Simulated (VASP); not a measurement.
Write the native input for VASP 6.6.1 that does the following.

| Quantity | Value |
| --- | --- |
| Task | single point |
| Functional | LDA |
| Potentials or basis | VASP PAW LDA potentials, release 64 (W_sv) |
| Cutoff | 500 eV |
| k mesh | 19 × 19 × 19 |
| Occupations | fermi-dirac, width 0.05 eV |
| Spin | no spin polarisation |
| Dipole correction | no |
| Further INCAR settings | ALGO = Normal; EDIFF = 1e-06; NBANDS = 13 |

The structure of W lies in POSCAR:

```
W
1.0
   -1.5673368545      1.5673368545      1.5673368545
    1.5673368545     -1.5673368545      1.5673368545
    1.5673368545      1.5673368545     -1.5673368545
W
1
Direct
    0.0000000000      0.0000000000      0.0000000000
```

These files were run (other wordings do the same):

INCAR

```
PREC = Accurate
ENCUT = 500
EDIFF = 1E-6
ISMEAR = -1
SIGMA = 0.05
LREAL = False
LASPH = True
NELM = 120
ALGO = Normal
ISIF = 2
LWAVE = False
LCHARG = False
GGA = CA
NBANDS = 13
GGA_COMPAT = False
```

KPOINTS

```
regular mesh
0
Gamma
  19 19 19
```

Potentials or basis: VASP PAW LDA potentials, release 64 (W_sv).

Run with:

```console
$ cat potpaw_LDA.64/W_sv/POTCAR > POTCAR
$ mpirun -np 1 vasp_std > vasp.out
```

It gave:

- Pressure: 2.0 GPa
- Band gap on the k mesh: zero (band 7 reaches 16.75 eV, above the bottom of band 8 at 10.44 eV)

Caveat: spin-orbit coupling is left out, which moves the levels of the heavy elements.

Wall time 12 s on 1 thread of Intel(R) Xeon(R) 6975P-C (Granite Rapids), with other jobs on the host, peak memory 0.15 GiB.
